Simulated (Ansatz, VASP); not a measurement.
## ZnSe in VASP and in Ansatz

```
CELL_PARAMETERS angstrom
0.00000 2.83242 2.83242
2.83242 0.00000 2.83242
2.83242 2.83242 0.00000
ATOMIC_POSITIONS crystal
Zn 0.00000 0.00000 0.00000
Se 0.25000 0.25000 0.25000
```

Alike in both runs: task single point; functional r2SCAN; k mesh 8 × 8 × 8; occupations fermi-dirac, width 0.02 eV; non-collinear spin, spin-orbit coupling.

|  | VASP | Ansatz |
| --- | --- | --- |
| version | VASP 6.6.1 | Ansatz 0.2.0 |
| potentials or method | VASP PAW PBE potentials, release 64 (Zn, Se) | plane waves, PAW |
| plane-wave cutoff (eV) | 520 | 500 |
| valence electrons in the cell | 18 | 28 |

```tsv
	VASP	Ansatz	Ansatz less VASP
pressure (GPa)	0.1	0.0	-0.10
net moment per atom (μB)	0.00	0.00	0.000
```

VASP's potentials were made for PBE, not for r2SCAN. With one functional, cell and mesh, what is left measures potentials, basis and numerics. VASP's potentials hold 18 valence electrons a cell and Ansatz's 28, so a difference there can come from the potentials and not from the codes.
